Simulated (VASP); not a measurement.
# Ca: single point with LDA

The system is Ca.

```
Ca
1.0
     3.30191    0.00000    0.00000
    -1.65095    2.85953    0.00000
     0.00000    0.00000    5.51084
Ca
2
Direct
  0.33333 0.66667 0.25000
  0.66667 0.33333 0.75000
```

This isn't the form of Ca at room conditions, which is fcc.

```
Program                : VASP 6.6.1
Task                   : single point
Functional             : LDA
Potentials or basis    : VASP PAW LDA potentials, release 64 (Ca_sv)
Cutoff                 : 520 eV
k mesh                 : 12 × 12 × 6
Occupations            : fermi-dirac, width 0.05 eV
Spin                   : no spin polarisation
Dipole correction      : no
Further INCAR settings : ALGO = Normal; EDIFF = 1e-06; NBANDS = 17
```

```json
{
 "Pressure": "12.9 GPa",
 "Band gap on the k mesh": "zero (bands 10 and 11 overlap by 0.46 eV)"
}
```

Stress tensor (GPa, compression positive):
```
12.84  0.00  0.00
 0.00 12.84  0.00
 0.00  0.00 12.94
```

Levels at points of the mesh, in eV from the Fermi level:
```tsv
k point	band 6	band 7	band 8	band 9	band 10	band 11	band 12	band 13	band 14	band 15
(0.00, 0.00, 0.00)	-21.51	-21.51	-21.50	-4.65	-1.31	0.70	2.67	2.84	2.84	3.34
(0.50, 0.00, 0.00)	-21.76	-21.65	-21.61	-1.03	-0.55	-0.27	0.50	1.94	2.70	2.77
(0.00, 0.00, 0.50)	-21.55	-21.55	-21.55	-3.19	-3.19	1.57	1.57	2.84	2.84	2.84
(0.50, 0.00, 0.50)	-21.69	-21.68	-21.68	-1.06	-1.06	0.69	0.69	1.99	1.99	3.94
```

Wall time 69 s on 1 thread of Intel(R) Xeon(R) Platinum 8259CL CPU @ 2.50GHz (Skylake/Cascade Lake), with other jobs on the host, peak memory 0.18 GiB.

Caveat: the cell stands under pressure.
